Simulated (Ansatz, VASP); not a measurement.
**Ti: VASP beside Ansatz**

```
Ti
1.0
     0.00000    2.13690    2.13690
     2.13690    0.00000    2.13690
     2.13690    2.13690    0.00000
Ti
1
Direct
  0.00000 0.00000 0.00000
```

Alike in both runs: task single point; functional PBE; k mesh 22 × 22 × 22; occupations fermi-dirac, width 0.1 eV; no spin polarisation.

```csv
,VASP,Ansatz
version,VASP 6.6.1,Ansatz 0.2.0
potentials or method,"VASP PAW PBE potentials, release 64 (Ti_sv), cutoff 520 eV","plane waves (420 eV) with PAW, scalar-relativistic"
valence electrons in the cell,12,12
```

|  | VASP | Ansatz | Ansatz less VASP |
| --- | --- | --- | --- |
| pressure (GPa) | -10.0 | -9.9 | +0.12 |

The functional is the same, so the differences come from potentials, cutoffs and numerics.
